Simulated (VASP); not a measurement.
# Si (Fm-3m) in VASP: further runs

Si is run at these levels: PBE; tasks: single point.

Program: VASP 6.6.1. These are calculated values, not measurements. Logs are shortened: lines on timing, memory, paths and dates and some standing lists are left out, and cuts for length are marked.

## (1) The cell of the first run

It takes space group Fm-3m (No. 225, cubic). Conventional cell: a = 3.795 Å, b = 3.795 Å, c = 3.795 Å, α = 90.00°, β = 90.00°, γ = 90.00°. Within 3.5 Å of Si (site symmetry m-3m) lie 12 Si at 2.68 Å.

## (2) Single point, PBE (volume scaled by 0.94)

The input, INCAR:

```
  PREC = Accurate
  ENCUT = 520
  EDIFF = 1E-7
  ISMEAR = 0
  SIGMA = 0.1
  LREAL = F
  LASPH = T
  NELM = 100
  ALGO = Normal
  ISIF = 2
  LWAVE = F
  LCHARG = F
  GGA = PE
  NBANDS = 8
```

The input, KPOINTS:

```
Automatic mesh
0
Gamma
  18 18 18
```

The input, POSCAR:

```
Si
1.0
    0.0000000000      1.8976273684      1.8976273684
    1.8976273684      0.0000000000      1.8976273684
    1.8976273684      1.8976273684      0.0000000000
Si
1
Direct
    0.0000000000      0.0000000000      0.0000000000
```

Potentials or basis: VASP PAW PBE potentials, release 64 (Si).

On the command line:

```console
> cat potpaw_PBE.64/Si/POTCAR > POTCAR
> mpirun -np 1 vasp_std > vasp.out
```

OUTCAR:

```text
PREC = Accurate
   ENCUT = 520
   EDIFF = 1E-7
   ISMEAR = 0
   LREAL = F
   LASPH = T
   NELM = 100
   ISIF = 2
   GGA = PE

 ion  position               nearest neighbor table
   1  0.000  0.000  0.000-

  LATTYP: Found a face centered cubic cell.
 ALAT       =     3.7952547368

  Lattice vectors:

 A1 = (   0.0000000000,   1.8976273684,   1.8976273684)
 A2 = (   1.8976273684,   0.0000000000,   1.8976273684)
 A3 = (   1.8976273684,   1.8976273684,   0.0000000000)

Analysis of symmetry for initial positions (statically):
=====================================================================
 Subroutine PRICEL returns:
 Original cell was already a primitive cell.

 Routine SETGRP: Setting up the symmetry group for a
 face centered cubic supercell.

 Subroutine GETGRP returns: Found 48 space group operations
 (whereof 48 operations were pure point group operations)
 out of a pool of 48 trial point group operations.

The static configuration has the point symmetry O_h .

Analysis of symmetry for dynamics (positions and initial velocities):
=====================================================================
 Subroutine PRICEL returns:
 Original cell was already a primitive cell.

 Routine SETGRP: Setting up the symmetry group for a
 face centered cubic supercell.

 Subroutine GETGRP returns: Found 48 space group operations
 (whereof 48 operations were pure point group operations)
 out of a pool of 48 trial point group operations.

The dynamic configuration has the point symmetry O_h .

 Subroutine INISYM returns: Found 48 space group operations
 (whereof 48 operations are pure point group operations),
 and found     1 'primitive' translations

----------------------------------------------------------------------------------------

                                     Primitive cell

  volume of cell :      13.6667

  direct lattice vectors                    reciprocal lattice vectors
     0.000000000  1.897627368  1.897627368    -0.263486925  0.263486925  0.263486925
     1.897627368  0.000000000  1.897627368     0.263486925 -0.263486925  0.263486925
     1.897627368  1.897627368  0.000000000     0.263486925  0.263486925 -0.263486925

  length of vectors
     2.683650361  2.683650361  2.683650361     0.456372741  0.456372741  0.456372741

  position of ions in fractional coordinates (direct lattice)
     0.000000000  0.000000000  0.000000000

  ion indices of the primitive-cell ions
   primitive index   ion index
                 1           1

----------------------------------------------------------------------------------------

 KPOINTS: Automatic mesh

Automatic generation of k-mesh.
 Grid dimensions read from file:
 generate k-points for:   18   18   18

 Generating k-lattice:

  Cartesian coordinates                     Fractional coordinates (reciprocal lattice)
    -0.014638162  0.014638162  0.014638162     0.055555556  0.000000000  0.000000000
     0.014638162 -0.014638162  0.014638162     0.000000000  0.055555556  0.000000000
     0.014638162  0.014638162 -0.014638162     0.000000000  0.000000000  0.055555556

  Length of vectors
     0.025354041  0.025354041  0.025354041

  Shift w.r.t. Gamma in fractional coordinates (k-lattice)
     0.000000000  0.000000000  0.000000000

 Subroutine IBZKPT returns following result:
 ===========================================

 Found    195 irreducible k-points:

 Following reciprocal coordinates:
            Coordinates               Weight
  0.000000  0.000000  0.000000      1.000000
  0.055556  0.000000  0.000000      8.000000
  0.111111  0.000000  0.000000      8.000000
  0.166667  0.000000  0.000000      8.000000
  0.222222  0.000000  0.000000      8.000000
  0.277778  0.000000  0.000000      8.000000
[... 16 lines left out ...]
 -0.277778  0.055556  0.000000     24.000000
 -0.222222  0.055556  0.000000     24.000000
 [... further k-points ...]
   k-points           NKPTS =    195   k-points in BZ     NKDIM =    195   number of bands    NBANDS=      8
   number of dos      NEDOS =    301   number of ions     NIONS =      1
   total plane-waves  NPLWV =   8000
   dimension x,y,z NGX =    20 NGY =   20 NGZ =   20
   dimension x,y,z NGXF=    40 NGYF=   40 NGZF=   40
   ions per type =               1
   NGX,Y,Z   is equivalent  to a cutoff of  12.39, 12.39, 12.39 a.u.
   NGXF,Y,Z  is equivalent  to a cutoff of  24.78, 24.78, 24.78 a.u.
 SYSTEM =  unknown system
   PREC   = accura    normal or accurate (medium, high low for compatibility)
   ISTART =      0    job   : 0-new  1-cont  2-samecut
   ICHARG =      2    charge: 1-file 2-atom 10-const
   ISPIN  =      1    spin polarized calculation?
   LNONCOLLINEAR =      F non collinear calculations
   LSORBIT =      F    spin-orbit coupling
   LASPH  =      T    aspherical Exc in radial PAW
   ENCUT  =  520.0 eV  38.22 Ry    6.18 a.u.   4.99  4.99  4.99*2*pi/ulx,y,z
   NELM   =    100;   NELMIN=  2; NELMDL= -5     # of ELM steps
   EDIFF  = 0.1E-06   stopping-criterion for ELM
   LREAL  =      F    real-space projection
   EDIFFG = 0.1E-05   stopping-criterion for IOM
   NSW    =      0    number of steps for IOM
   IBRION =     -1    ionic relax: 0-MD 1-quasi-New 2-CG
   NFREE  =      0    steps in history (QN), initial steepest desc. (CG)
   ISIF   =      2    stress and relaxation
   ISYM   =      2    0-nonsym 1-usesym 2-fastsym
   POTIM  = 0.5000    time-step for ionic-motion
   TEBEG  =    0.0;   TEEND  =   0.0 temperature during run
   PSTRESS=    0.0 pullay stress
   NELECT =       4.0000    total number of electrons
   NUPDOWN=      -1.0000    fix difference up-down
   EMIN   =  10.00;   EMAX   =-10.00  energy-range for DOS
   EFERMI =   0.00;   METHOD = LEGACY
   ISMEAR =     0;   SIGMA  =   0.10  broadening in eV -4-tet -1-fermi 0-gaus
   EFERMI_NEDOS =   21; number of points for ismear=-14 and -15
   IALGO  =     38    algorithm
   IMIX   =      4    mixing-type and parameters
     AMIX     =   0.40;   BMIX     =  1.00
     AMIX_MAG =   1.60;   BMIX_MAG =  1.00
  volume/ion in A,a.u.               =      13.67        92.23
  Fermi-wavevector in a.u.,A,eV,Ry     =   1.086944  2.054027 16.074570  1.181448
  Thomas-Fermi vector in A             =   2.223092
   LORBIT       =      0    0 simple, 1 ext, 2 COOP (PROOUT), +10 PAW based schemes
   GGA     = PE    functional components
   LHFCALC =     F    Hartree Fock is set to
   AEXX    =    0.0000 exact exchange contribution
   IVDW    =     0    specifies the selected vdW correction
   LEPSILON=     F    determine dielectric tensor
   LRPA    =     F    only Hartree local field effects (RPA)
 non-spin polarized calculation
 Gauss-broadening in eV      SIGMA  =   0.10
  energy-cutoff  :      520.00
  volume of cell :       13.67
 maximum number of plane-waves:       380
   NGX =  9   NGY =  9   NGZ =  9

 number of electron       4.0000000 magnetization

 Free energy of the ion-electron system (eV)
  ---------------------------------------------------
  ext. energy  EPLUGINS =         0.00000000
  ---------------------------------------------------
  free energy    TOTEN  =        -4.87513183 eV

  energy without entropy =       -4.87265522  energy(sigma->0) =       -4.87389353

 E-fermi :  11.0292     XC(G=0): -11.4273

 val. band max:       11.0224893158   @ k =   0.5000   0.3889   0.1111
 cond. band min:      11.0354290901   @ k =  -0.3889   0.3333   0.1111
 fundamental gap:      0.0129397743
 Fermi energy:        11.0291510145

 k-point     1 :       0.0000    0.0000    0.0000
  band No.  band energies     occupation
      1      -4.0511      2.00000
      2      22.7948      0.00000
      3      22.7948      0.00000
      4      22.7948      0.00000
      5      23.0952      0.00000
      6      23.0952      0.00000
      7      23.0952      0.00000
      8      28.5617      0.00000

 k-point     2 :       0.0556    0.0000    0.0000
  band No.  band energies     occupation
      1      -3.9576      2.00000
      2      20.7873      0.00000
      3      22.0681      0.00000
      4      22.0681      0.00000
      5      23.9422      0.00000
      6      23.9422      0.00000
      7      24.2826      0.00000
      8      29.3422      0.00000

 k-point     3 :       0.1111    0.0000    0.0000
  band No.  band energies     occupation
      1      -3.6775      2.00000
      2      18.3442      0.00000
      3      21.3520      0.00000
      4      21.3520      0.00000
      5      24.6963      0.00000
      6      24.9588      0.00000
      7      24.9588      0.00000
      8      28.8366      0.00000

 k-point     4 :       0.1667    0.0000    0.0000
  band No.  band energies     occupation
      1      -3.2114      2.00000
      2      15.8672      0.00000
      3      20.7823      0.00000
      4      20.7823      0.00000
      5      24.7067      0.00000
      6      25.6275      0.00000
      7      25.6275      0.00000
      8      28.2543      0.00000

 k-point     5 :       0.2222    0.0000    0.0000
  band No.  band energies     occupation
      1      -2.5608      2.00000
      2      13.4568      0.00000
      3      20.3629      0.00000
      4      20.3629      0.00000
      5      24.6211      0.00000
      6      25.2288      0.00000
      7      25.2288      0.00000
      8      28.9212      0.00000
[... 177 lines left out ...]
 k-point    22 :      -0.3333    0.0556    0.0000
  band No.  band energies     occupation
      1      -0.2552      2.00000
      2       8.3760      2.00000
      3      18.2962      0.00000
      4      20.6198      0.00000
      5      22.6541      0.00000
      6      23.5479      0.00000
      7      25.1657      0.00000
      8      29.2669      0.00000

 k-point    23 :      -0.2778    0.0556    0.0000
  band No.  band energies     occupation
      1      -1.3275      2.00000
      2      10.4927      2.00000
      3      18.3367      0.00000
      4      20.9928      0.00000
      5      23.2431      0.00000
      6      24.4763      0.00000
      7      25.1108      0.00000
      8      29.7118      0.00000

 k-point    24 :      -0.2222    0.0556    0.0000
  band No.  band energies     occupation
      1      -2.2208      2.00000
      2      12.7463      0.00000
      3      18.5337      0.00000
      4      21.3631      0.00000
      5      24.0464      0.00000
      6      25.1210      0.00000
      7      25.4786      0.00000
      8      28.1563      0.00000

 [... further k-points ...]

------------------------ aborting loop because EDIFF is reached ----------------------------------------

  FORCE on cell =-STRESS in cart. coord.  units (eV):
  Direction    XX          YY          ZZ          XY          YZ          ZX
  --------------------------------------------------------------------------------------
  -------------------------------------------------------------------------------------
  Total        0.5026366      0.5026366      0.5026366      0.0000000     -0.0000000      0.0000000
  in kB       58.9253088     58.9253088     58.9253088      0.0000000     -0.0000000      0.0000000
  external PRESSURE =      58.9253088 kB  Pullay stress =       0.0000000 kB

 VOLUME and BASIS-vectors are now :
 -----------------------------------------------------------------------------
  energy-cutoff  :      520.00
  volume of cell :       13.67
      direct lattice vectors                 reciprocal lattice vectors
     0.000000000  1.897627368  1.897627368    -0.263486925  0.263486925  0.263486925
     1.897627368  0.000000000  1.897627368     0.263486925 -0.263486925  0.263486925
     1.897627368  1.897627368  0.000000000     0.263486925  0.263486925 -0.263486925

 POSITION                                       TOTAL-FORCE (eV/Angst)
 -----------------------------------------------------------------------------------
      0.00000      0.00000      0.00000        -0.000000     -0.000000     -0.000000
 -----------------------------------------------------------------------------------
    total drift:                                0.000000     -0.000000      0.000000

  FREE ENERGIE OF THE ION-ELECTRON SYSTEM (eV)
  ---------------------------------------------------
  free  energy   TOTEN  =        -4.8751318287 eV

  energy  without entropy=       -4.8726552249  energy(sigma->0) =       -4.87389353
```

Wall time 34 s (1 thread of AMD EPYC 7R13, shared host); peak memory 0.1 GiB.

Results:

| Property | Result |
| --- | --- |
| Free energy | -4.8751 eV |
| Pressure | 5.9 GPa |
| Band gap on the k mesh | zero (band 2 reaches 22.79 eV, above the bottom of band 3 at 7.91 eV) |

(Continued in part 2 of 2.)
